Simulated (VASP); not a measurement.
# SiC (P6_3mc) in VASP: single point with HSE06

Aim: the single point of SiC with HSE06.

Everything below comes from runs of VASP 6.6.1. Logs are shortened: lines on timing, memory, paths and dates and some standing lists are left out, and cuts for length are marked.

## Step 1: The cell of the first run

Symmetry: P6_3mc, No. 186, hexagonal system. Conventional cell: a = 2.983 Å, b = 2.983 Å, c = 4.897 Å, α = 90.00°, β = 90.00°, γ = 120.00°. Si (site symmetry 3m) has 4 C at 1.83 to 1.84 Å within 2.4 Å. C (site symmetry 3m) has 4 Si at 1.83 to 1.84 Å within 2.4 Å.

## Step 2: Single point, HSE06 (strain -3.0%)

The input, POSCAR:

```
SiC
1.0
    2.9830955520      0.0000000000      0.0000000000
   -1.4915477760      2.5834365300      0.0000000000
    0.0000000000      0.0000000000      4.8966648483
Si C
2 2
Direct
    0.3333333333      0.6666666667     -0.0003328325
    0.6666666667      0.3333333333      0.4996671675
    0.3333333333      0.6666666667      0.3753328325
    0.6666666667      0.3333333333      0.8753328325
```

The input, INCAR.step1:

```
PREC = Accurate
ENCUT = 520
EDIFF = 1E-5
ISMEAR = 0
SIGMA = 0.01
LREAL = F
LASPH = T
NELM = 100
ALGO = Normal
ISIF = 2
LWAVE = T
LCHARG = F
GGA = PE
NBANDS = 16
```

The input, INCAR.step2:

```
PREC = Accurate
ENCUT = 520
EDIFF = 1E-6
ISMEAR = 0
SIGMA = 0.01
LREAL = F
LASPH = T
NELM = 100
ALGO = Normal
ISIF = 2
LWAVE = F
LCHARG = F
GGA = PE
LHFCALC = T
HFSCREEN = 0.2079
PRECFOCK = Normal
ISTART = 1
NBANDS = 16
```

The input, KPOINTS:

```
regular mesh
0
Gamma
  6 6 4
```

Potentials or basis: VASP PAW PBE potentials, release 64 (Si, C).

Run with:

```bash
> cat potpaw_PBE.64/Si/POTCAR potpaw_PBE.64/C/POTCAR > POTCAR
> cp INCAR.step1 INCAR
> mpirun -np 1 vasp_std > vasp.out
> cp INCAR.step2 INCAR
> mpirun -np 1 vasp_std > vasp.out
```

OUTCAR:

```text
PREC = Accurate
   ENCUT = 520
   EDIFF = 1E-6
   ISMEAR = 0
   LREAL = F
   LASPH = T
   NELM = 100
   ISIF = 2
   GGA = PE
   LHFCALC = T
   HFSCREEN = 0.2079
   PRECFOCK = Normal
   ISTART = 1

 ion  position               nearest neighbor table
   1  0.333  0.667  1.000-   4 1.83   4 1.83   4 1.83   3 1.84   2 2.99   2 2.99   2 2.99   2 2.99
                             2 2.99   2 2.99
   2  0.667  0.333  0.500-   3 1.83   3 1.83   3 1.83   4 1.84   1 2.99   1 2.99   1 2.99   1 2.99
                             1 2.99   1 2.99
   3  0.333  0.667  0.375-   2 1.83   2 1.83   2 1.83   1 1.84
   4  0.667  0.333  0.875-   1 1.83   1 1.83   1 1.83   2 1.84

  LATTYP: Found a hexagonal cell.
 ALAT       =     2.9830955520
 C/A-ratio  =     1.6414710032

  Lattice vectors:

 A1 = (   2.9830955520,   0.0000000000,   0.0000000000)
 A2 = (  -1.4915477760,   2.5834365300,   0.0000000000)
 A3 = (   0.0000000000,   0.0000000000,   4.8966648483)

Analysis of symmetry for initial positions (statically):
=====================================================================
 Subroutine PRICEL returns:
 Original cell was already a primitive cell.

 Routine SETGRP: Setting up the symmetry group for a
 hexagonal supercell.

 Subroutine GETGRP returns: Found 12 space group operations
 (whereof  6 operations were pure point group operations)
 out of a pool of 24 trial point group operations.

The static configuration has the point symmetry C_3v.
 The point group associated with its full space group is C_6v.

Analysis of symmetry for dynamics (positions and initial velocities):
=====================================================================
 Subroutine PRICEL returns:
 Original cell was already a primitive cell.

 Routine SETGRP: Setting up the symmetry group for a
 hexagonal supercell.

 Subroutine GETGRP returns: Found 12 space group operations
 (whereof  6 operations were pure point group operations)
 out of a pool of 24 trial point group operations.

The dynamic configuration has the point symmetry C_3v.
 The point group associated with its full space group is C_6v.

 Subroutine INISYM returns: Found 12 space group operations
 (whereof  6 operations are pure point group operations),
 and found     1 'primitive' translations

----------------------------------------------------------------------------------------

                                     Primitive cell

  volume of cell :      37.7368

  direct lattice vectors                    reciprocal lattice vectors
     2.983095552  0.000000000  0.000000000     0.335222249  0.193540656  0.000000000
    -1.491547776  2.583436530  0.000000000     0.000000000  0.387081311  0.000000000
     0.000000000  0.000000000  4.896664848     0.000000000  0.000000000  0.204220634

  length of vectors
     2.983095552  2.983095552  4.896664848     0.387081311  0.387081311  0.204220634

  position of ions in fractional coordinates (direct lattice)
     0.333333333  0.666666667  0.999667168
     0.666666667  0.333333333  0.499667168
     0.333333333  0.666666667  0.375332832
     0.666666667  0.333333333  0.875332832

  ion indices of the primitive-cell ions
   primitive index   ion index
                 1           1
                 2           2
                 3           3
                 4           4

----------------------------------------------------------------------------------------

 KPOINTS: regular mesh

Automatic generation of k-mesh.
 Grid dimensions read from file:
 generate k-points for:    6    6    4

 Generating k-lattice:

  Cartesian coordinates                     Fractional coordinates (reciprocal lattice)
     0.055870375  0.032256776  0.000000000     0.166666667  0.000000000  0.000000000
     0.000000000  0.064513552  0.000000000     0.000000000  0.166666667  0.000000000
     0.000000000  0.000000000  0.051055159     0.000000000  0.000000000  0.250000000

  Length of vectors
     0.064513552  0.064513552  0.051055159

  Shift w.r.t. Gamma in fractional coordinates (k-lattice)
     0.000000000  0.000000000  0.000000000

 Subroutine IBZKPT returns following result:
 ===========================================

 Found     21 irreducible k-points:

 Following reciprocal coordinates:
            Coordinates               Weight
  0.000000  0.000000  0.000000      1.000000
  0.166667  0.000000  0.000000      6.000000
  0.333333  0.000000  0.000000      6.000000
  0.500000  0.000000  0.000000      3.000000
  0.166667  0.166667  0.000000      6.000000
  0.333333  0.166667  0.000000     12.000000
[... 13 lines left out ...]
  0.333333  0.166667  0.500000     12.000000
  0.333333  0.333333  0.500000      2.000000
   k-points           NKPTS =     21   k-points in BZ     NKDIM =    144   number of bands    NBANDS=     16
   number of dos      NEDOS =    301   number of ions     NIONS =      4
   total plane-waves  NPLWV =  20736
   dimension x,y,z NGX =    24 NGY =   24 NGZ =   36
   dimension x,y,z NGXF=    48 NGYF=   48 NGZF=   72
   ions per type =               2   2
   NGX,Y,Z   is equivalent  to a cutoff of  13.38, 13.38, 12.22 a.u.
   NGXF,Y,Z  is equivalent  to a cutoff of  26.75, 26.75, 24.44 a.u.
 SYSTEM =  unknown system
   PREC   = accura    normal or accurate (medium, high low for compatibility)
   ISTART =      1    job   : 0-new  1-cont  2-samecut
   ICHARG =      0    charge: 1-file 2-atom 10-const
   ISPIN  =      1    spin polarized calculation?
   LNONCOLLINEAR =      F non collinear calculations
   LSORBIT =      F    spin-orbit coupling
   LASPH  =      T    aspherical Exc in radial PAW
   ENCUT  =  520.0 eV  38.22 Ry    6.18 a.u.   5.55  5.55  9.10*2*pi/ulx,y,z
   NELM   =    100;   NELMIN=  2; NELMDL=  0     # of ELM steps
   EDIFF  = 0.1E-05   stopping-criterion for ELM
   LREAL  =      F    real-space projection
   EDIFFG = 0.1E-04   stopping-criterion for IOM
   NSW    =      0    number of steps for IOM
   IBRION =     -1    ionic relax: 0-MD 1-quasi-New 2-CG
   NFREE  =      0    steps in history (QN), initial steepest desc. (CG)
   ISIF   =      2    stress and relaxation
   ISYM   =      3    0-nonsym 1-usesym 2-fastsym
   POTIM  = 0.5000    time-step for ionic-motion
   TEBEG  =    0.0;   TEEND  =   0.0 temperature during run
   PSTRESS=    0.0 pullay stress
   NELECT =      16.0000    total number of electrons
   NUPDOWN=      -1.0000    fix difference up-down
   EMIN   =  10.00;   EMAX   =-10.00  energy-range for DOS
   EFERMI =   0.00;   METHOD = LEGACY
   ISMEAR =     0;   SIGMA  =   0.01  broadening in eV -4-tet -1-fermi 0-gaus
   EFERMI_NEDOS =   21; number of points for ismear=-14 and -15
   IALGO  =     38    algorithm
   IMIX   =      1    mixing-type and parameters
     AMIX     =   0.40;   BMIX     =  1.00
     AMIX_MAG =   1.60;   BMIX_MAG =  1.00
  volume/ion in A,a.u.               =       9.43        63.67
  Fermi-wavevector in a.u.,A,eV,Ry     =   1.229871  2.324120 20.579951  1.512584
  Thomas-Fermi vector in A             =   2.364742
   LORBIT       =      0    0 simple, 1 ext, 2 COOP (PROOUT), +10 PAW based schemes
   GGA     = PE    functional components
   LHFCALC =     T    Hartree Fock is set to
   PRECFOCK=normal    Normal, Fast or Accurate (Low or Medium for compatibility)
   ENCUT4O =  -1.0   cutoff for four orbital integrals eV
   NKREDX  =     1    reduce k-point grid by
   NKREDY  =     1    reduce k-point grid by
   NKREDZ  =     1    reduce k-point grid by
   AEXX    =    0.2500 exact exchange contribution
   HFSCREEN=    0.2079 screening length (either q_TF or 0.3 A-1)
   HFSCREENC=   0.2079 screening length for correlation (either q_TF or 0.3 A-1)
   ENCUTFOCK=  -1.0 apply spherical cutoff to Coloumb kernel
   IVDW    =     0    specifies the selected vdW correction
   LEPSILON=     F    determine dielectric tensor
   LRPA    =     F    only Hartree local field effects (RPA)
 non-spin polarized calculation
 Gauss-broadening in eV      SIGMA  =   0.01
  energy-cutoff  :      520.00
  volume of cell :       37.74
 maximum number of plane-waves:      1039
 NGX is ok and might be reduce to    24
  NGX = 18; NGY = 18; NGZ = 28

 number of electron      16.0000001 magnetization

 Free energy of the ion-electron system (eV)
  ---------------------------------------------------
  ext. energy  EPLUGINS =         0.00000000
  ---------------------------------------------------
  free energy    TOTEN  =       -34.60475495 eV

  energy without entropy =      -34.60475495  energy(sigma->0) =      -34.60475495

 E-fermi :   8.7689     XC(G=0):  -9.6607

 val. band max:        8.7149767104   @ k =   0.0000   0.0000   0.0000
 cond. band min:      11.7245761562   @ k =   0.3333   0.3333   0.0000
 fundamental gap:      3.0095994458
 Fermi energy:         8.7689131959

 k-point     1 :       0.0000    0.0000    0.0000
  band No.  band energies     occupation
      1      -9.2516      2.00000
      2      -5.0303      2.00000
      3      -1.4008      2.00000
      4       7.2116      2.00000
      5       7.2116      2.00000
      6       8.5877      2.00000
[... 8 lines left out ...]
     15      19.7905      0.00000
     16      21.9410      0.00000

 k-point     2 :       0.1667    0.0000    0.0000
  band No.  band energies     occupation
      1      -8.6927      2.00000
      2      -4.5632      2.00000
      3      -0.8654      2.00000
      4       4.7532      2.00000
      5       6.4032      2.00000
      6       6.9914      2.00000
[... 8 lines left out ...]
     15      20.3585      0.00000
     16      20.5825      0.00000

 k-point     3 :       0.3333    0.0000    0.0000
  band No.  band energies     occupation
      1      -7.0884      2.00000
      2      -3.4579      2.00000
      3       0.3095      2.00000
      4       1.4007      2.00000
      5       3.7936      2.00000
      6       5.2929      2.00000
[... 8 lines left out ...]
     15      21.9505      0.00000
     16      23.3123      0.00000
[... 305 lines left out ...]
 k-point    20 :       0.3333    0.1667    0.5000
  band No.  band energies     occupation
      1      -4.5239      2.00000
      2      -4.5239      2.00000
      3       0.1414      2.00000
      4       0.1414      2.00000
      5       3.9610      2.00000
      6       3.9610      2.00000
[... 8 lines left out ...]
     15      23.0350      0.00000
     16      23.0350      0.00000

 k-point    21 :       0.3333    0.3333    0.5000
  band No.  band energies     occupation
      1      -3.6070      2.00000
      2      -3.6070      2.00000
      3      -0.0807      2.00000
      4      -0.0807      2.00000
      5       2.0709      2.00000
      6       2.0709      2.00000
[... 8 lines left out ...]
     15      22.2763      0.00000
     16      22.2763      0.00000

------------------------ aborting loop because EDIFF is reached ----------------------------------------

  FORCE on cell =-STRESS in cart. coord.  units (eV):
  Direction    XX          YY          ZZ          XY          YZ          ZX
  --------------------------------------------------------------------------------------
  -------------------------------------------------------------------------------------
  Total        5.5399772      5.5399772      5.2985492      0.0000000      0.0000000      0.0000000
  in kB      235.2086125    235.2086125    224.9583982      0.0000000      0.0000000      0.0000000
  external PRESSURE =     231.7918744 kB  Pullay stress =       0.0000000 kB

 VOLUME and BASIS-vectors are now :
 -----------------------------------------------------------------------------
  energy-cutoff  :      520.00
  volume of cell :       37.74
      direct lattice vectors                 reciprocal lattice vectors
     2.983095552  0.000000000  0.000000000     0.335222249  0.193540656  0.000000000
    -1.491547776  2.583436530  0.000000000     0.000000000  0.387081311  0.000000000
     0.000000000  0.000000000  4.896664848     0.000000000  0.000000000  0.204220634

 POSITION                                       TOTAL-FORCE (eV/Angst)
 -----------------------------------------------------------------------------------
     -0.00000      1.72229      4.89504        -0.000000      0.000000     -0.019642
      1.49155      0.86115      2.44670         0.000000     -0.000000     -0.019642
     -0.00000      1.72229      1.83788        -0.000000     -0.000000      0.019642
      1.49155      0.86115      4.28621         0.000000      0.000000      0.019642
 -----------------------------------------------------------------------------------
    total drift:                                0.000000      0.000000      0.000280

  FREE ENERGIE OF THE ION-ELECTRON SYSTEM (eV)
  ---------------------------------------------------
  free  energy   TOTEN  =       -34.6047549467 eV

  energy  without entropy=      -34.6047549467  energy(sigma->0) =      -34.60475495
```

It took 45 min on 1 thread of Oxide Virtual Turin-like, shared host; peak memory 0.22 GiB.

Results:

| Quantity | Value |
| --- | --- |
| Free energy | -34.6048 eV |
| Pressure | 23.2 GPa |
| Largest force | 0.020 eV/Å |
| Band gap on the k mesh | 3.01 eV (least direct gap 5.28 eV) |

Forces in eV/Å, atoms in the order of the input:
```
Si   0.000  0.000 -0.020
Si   0.000  0.000 -0.020
C    0.000  0.000  0.020
C    0.000  0.000  0.020
```

Levels at points of the mesh, in eV from the valence-band top:
| k point | band 4 | band 5 | band 6 | band 7 | band 8 | band 9 | band 10 | band 11 | band 12 | band 13 |
| --- | --- | --- | --- | --- | --- | --- | --- | --- | --- | --- |
| (0.00, 0.00, 0.00) | -1.50 | -1.50 | -0.13 | 0.00 | 0.00 | 6.83 | 8.49 | 8.51 | 8.51 | 9.95 |
| (0.50, 0.00, 0.00) | -7.16 | -6.29 | -3.86 | -3.80 | -1.35 | 3.93 | 5.37 | 8.77 | 8.87 | 12.32 |
| (0.00, 0.00, 0.50) | -5.07 | -0.81 | -0.81 | -0.81 | -0.81 | 7.97 | 7.97 | 9.17 | 9.17 | 9.17 |
| (0.50, 0.00, 0.50) | -9.52 | -2.82 | -2.82 | -2.65 | -2.65 | 4.50 | 4.50 | 6.83 | 6.83 | 12.59 |

Caveat: the cell differs from its parent crystal (strain -3.0%); the cell stands under pressure; the PAW data sets were made with another functional, which shifts forces and pressure a little. A k mesh can miss the band edges.
